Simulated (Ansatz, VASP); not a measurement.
# Two plane-wave programs on Si

File INCAR:

```
PREC = Accurate
ENCUT = 500
EDIFF = 1E-6
ISMEAR = 0
SIGMA = 0.1
LREAL = False
LASPH = True
NELM = 120
ALGO = Normal
ISIF = 2
LWAVE = False
LCHARG = False
GGA = PS
NBANDS = 11
GGA_COMPAT = False
```

KPOINTS

```
regular mesh
0
Gamma
  6 6 6
```

POSCAR

```
Si
1.0
    0.0000000000      2.7218511900      2.7218511900
    2.7218511900      0.0000000000      2.7218511900
    2.7218511900      2.7218511900      0.0000000000
Si
2
Direct
    0.7500000000      0.7500000000      0.7500000000
    0.5000000000      0.5000000000      0.5000000000
```

Input for Ansatz:

```yaml
crystal:
  lattice:
    - [0.0, 2.72185119, 2.72185119]
    - [2.72185119, 0.0, 2.72185119]
    - [2.72185119, 2.72185119, 0.0]
  atoms:
    - { symbol: Si, position: [0.75, 0.75, 0.75] }
    - { symbol: Si, position: [0.5, 0.5, 0.5] }
basis:
  ecutwfc: 420
kpoints:
  mp_grid: { grid: [6, 6, 6] }
hamiltonian:
  xc: pbesol
scf:
  occupations: { method: gaussian, width: 0.1 }
output:
  forces: true
  stress: true
  eigenvalues: true
```

Alike in both runs: task single point; functional PBEsol; k mesh 6 × 6 × 6; occupations gaussian, width 0.1 eV; no spin polarisation.

|  | VASP | Ansatz |
| --- | --- | --- |
| version | VASP 6.6.1 | Ansatz 0.2.0 |
| potentials or method | VASP PAW PBE potentials, release 64 (Si), cutoff 500 eV | scalar-relativistic, plane waves, PAW |
| valence electrons in the cell | 8 | 8 |

|  | VASP | Ansatz | Ansatz less VASP |
| --- | --- | --- | --- |
| gap on the k mesh at the Fermi level (eV) | 0.60 | 0.60 | +0.005 |
| least direct gap on the mesh (eV) | 2.51 | 2.51 | +0.003 |
| pressure (GPa) | -0.3 | -0.4 | -0.11 |

VASP's potentials were made for PBE, not for PBEsol.
